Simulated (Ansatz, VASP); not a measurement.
## Two plane-wave programs on CdTe

File POSCAR:

```
CdTe
1.0
    4.3149846324      0.0000000000      0.0000000000
   -2.1574923162      3.7368863086      0.0000000000
    0.0000000000      0.0000000000      7.0705358683
Cd Te
2 2
Direct
    0.0000000000      0.0000000000      0.0000000000
    0.0000000000      0.0000000000      0.5000000000
    0.3333333333      0.6666666667      0.2500000000
    0.6666666667      0.3333333333      0.7500000000
```

INCAR.step1

```
  PREC = Accurate
  ENCUT = 520
  EDIFF = 1E-5
  ISMEAR = -1
  SIGMA = 0.02
  LREAL = F
  LASPH = T
  NELM = 100
  ALGO = Normal
  ISIF = 2
  LWAVE = T
  LCHARG = F
  NBANDS = 26
  GGA = PE
```

File INCAR.step2:

```
  PREC = Accurate
  ENCUT = 520
  EDIFF = 1E-6
  ISMEAR = -1
  SIGMA = 0.02
  LREAL = F
  LASPH = T
  NELM = 100
  ALGO = Normal
  ISIF = 2
  LWAVE = F
  LCHARG = F
  GGA = PE
  LHFCALC = T
  HFSCREEN = 0.2079
  PRECFOCK = Normal
  NBANDS = 26
  ISTART = 1
```

KPOINTS

```
regular mesh
0
Gamma
  6 6 2
```

Input for Ansatz:

```yaml
crystal:
  lattice:
    - [4.3149846324, 0.0, 0.0]
    - [-2.1574923162, 3.7368863086, 0.0]
    - [0.0, 0.0, 7.0705358683]
  atoms:
    - { symbol: Cd, position: [0.0, 0.0, 0.0] }
    - { symbol: Cd, position: [0.0, 0.0, 0.5] }
    - { symbol: Te, position: [0.3333333333, 0.6666666667, 0.25] }
    - { symbol: Te, position: [0.6666666667, 0.3333333333, 0.75] }
kpoints:
  mp_grid: { grid: [6, 6, 2] }
hamiltonian:
  xc: hse06
scf:
  occupations: { method: fermi_dirac, width: 0.02 }
  n_extra_bands: 5
output:
  forces: true
  stress: true
  eigenvalues: true
  write_density: true
  write_potential: true
  elf: true
  volumetric_format: npy
```

Alike in both runs: task single point; functional HSE06; k mesh 6 × 6 × 2; occupations fermi-dirac, width 0.02 eV; no spin polarisation.

|  | VASP | Ansatz |
| --- | --- | --- |
| version | VASP 6.6.1 | Ansatz 0.2.0 |
| potentials or method | VASP PAW PBE potentials, release 64 (Cd, Te) | plane waves, PAW |
| plane-wave cutoff (eV) | 520 | 420 |
| valence electrons in the cell | 36 | 72 |

|  | VASP | Ansatz | Ansatz less VASP |
| --- | --- | --- | --- |
| pressure (GPa) | -0.3 | -0.3 | +0.04 |

With one functional, cell and mesh, what is left measures potentials, basis and numerics. VASP's potentials hold 36 valence electrons a cell and Ansatz's 72, so a difference there can come from the potentials and not from the codes. Ansatz's warnings: filled band counts differ across k points, stress exchange threshold loose, stress scf threshold loose.

The k mesh is coarse, so the values compare programs but aren't converged. Spin-orbit coupling is off throughout.
